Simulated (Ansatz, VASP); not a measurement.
## Two plane-wave programs on ReSbC3

```
Re Sb C
1.0
     4.55881    0.00000    0.00000
    -2.27940    3.94804    0.00000
     0.00000    0.00000    5.07670
Re Sb C
1 1 3
Direct
  0.00000 0.00000 0.50000
  0.00000 0.00000 0.00000
  0.50000 0.00000 0.00000
  0.00000 0.50000 0.00000
  0.50000 0.50000 0.00000
```

Alike in both runs: task relaxation of cell and atoms; functional PBE; k mesh 9 × 9 × 8; occupations gaussian, width 0.1 eV; no spin polarisation.

|  | VASP | Ansatz |
| --- | --- | --- |
| version | VASP 6.6.1 | Ansatz 0.2.0 |
| potentials or method | VASP PAW PBE potentials, release 64 (Re, Sb, C), cutoff 600 eV | scalar-relativistic, plane waves, PAW |
| valence electrons in the cell | 24 | 42 |

VASP gave:

| Item | Value |
| --- | --- |
| gap on the k mesh at the Fermi level, each at its own relaxed structure (eV) | none |
| relaxed volume (Å³/atom) | 18.18 |
| relaxed length of the cell vector where the two differ most in proportion (Å) | 5.079 |

Question: Estimate Ansatz's values.

Answer: gap on the k mesh at the Fermi level, each at its own relaxed structure (eV): none; relaxed volume (Å³/atom): 18.17; relaxed length of the cell vector where the two differ most in proportion (Å): 5.087.

A gap of «none» marks a metal or a gap that the smearing closes. VASP's potentials hold 24 valence electrons a cell and Ansatz's 42, so a difference there can come from the potentials and not from the codes.

Spin-orbit coupling is off throughout.
